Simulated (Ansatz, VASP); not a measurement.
**Two plane-wave programs on Ga**

```
Ga
1.0
     0.00000    2.11791    2.11791
     2.11791    0.00000    2.11791
     2.11791    2.11791    0.00000
Ga
1
Direct
  0.00000 0.00000 0.00000
```

Alike in both runs: functional PBE; k mesh 17 × 17 × 17; occupations fermi-dirac, width 0.05 eV; non-collinear spin, spin-orbit coupling.

Ansatz relaxed the structure, and its values are those at the end. VASP's run is a single point on that final structure, the one shown.

|  | VASP | Ansatz |
| --- | --- | --- |
| version | VASP 6.6.1 | Ansatz 0.2.0 |
| potentials or method | VASP PAW PBE potentials, release 64 (Ga_d) | PAW with Ansatz's default frozen-core files, fully relativistic files with spin-orbit coupling |
| plane-wave cutoff (eV) | 520 | 420 |
| valence electrons in the cell | 13 | 13 |

```tsv
	VASP	Ansatz	Ansatz less VASP
pressure (GPa)	0.0	0.0	-0.04
net moment per atom (μB)	0.00	0.00	0.000
```
